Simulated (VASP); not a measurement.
Here is a VASP 6.6.1 calculation.

Contents of INCAR:

```
SYSTEM = WS2
ALGO = Normal ; EDIFF = 1E-7
ENCUT = 520 ; GGA = PS
ISIF = 2 ; ISMEAR = -1
LASPH = .TRUE. ; LCHARG = .FALSE.
LREAL = .FALSE. ; LWAVE = .FALSE.
NBANDS = 35 ; NELM = 80
PREC = Accurate ; SIGMA = 0.03
```

File KPOINTS:

```
k-points
0
G
  4 4 6
  0 0 0
```

Contents of POSCAR:

```
WS2
1.0
    5.8240742579      0.0000000000      0.0000000000
    0.0000000000      5.8240742579      0.0000000000
    0.0000000000      0.0000000000      3.1787712463
W S
2 4
Direct
    0.0000000000      0.0000000000      0.0000000000
    0.5000000000      0.5000000000      0.5000000000
    0.2851919406      0.2851919406      0.0000000000
    0.2148080594      0.7851919406      0.5000000000
    0.7851919406      0.2148080594      0.5000000000
    0.7148080594      0.7148080594      0.0000000000
```

Potentials or basis: VASP PAW PBE potentials, release 64 (W_sv, S).

Run with:

```console
$ cat potpaw_PBE.64/W_sv/POTCAR potpaw_PBE.64/S/POTCAR > POTCAR
$ mpirun -np 1 vasp_std > vasp.out
```

Q: What does it give for the pressure?

A: 0.2 GPa.

Q: What does it give for the band gap on the k mesh?

A: Zero (bands 26 and 27 overlap by 0.99 eV).

Forces in eV/Å, atoms in the order of the input:
```
W    0.000  0.000  0.000
W    0.000  0.000  0.000
S   -0.001 -0.001  0.000
S    0.001 -0.001  0.000
S   -0.001  0.001  0.000
S    0.001  0.001  0.000
```

Caveat: the PAW data sets were made with another functional, which shifts forces and pressure a little; spin-orbit coupling is left out, which moves the levels of the heavy elements.
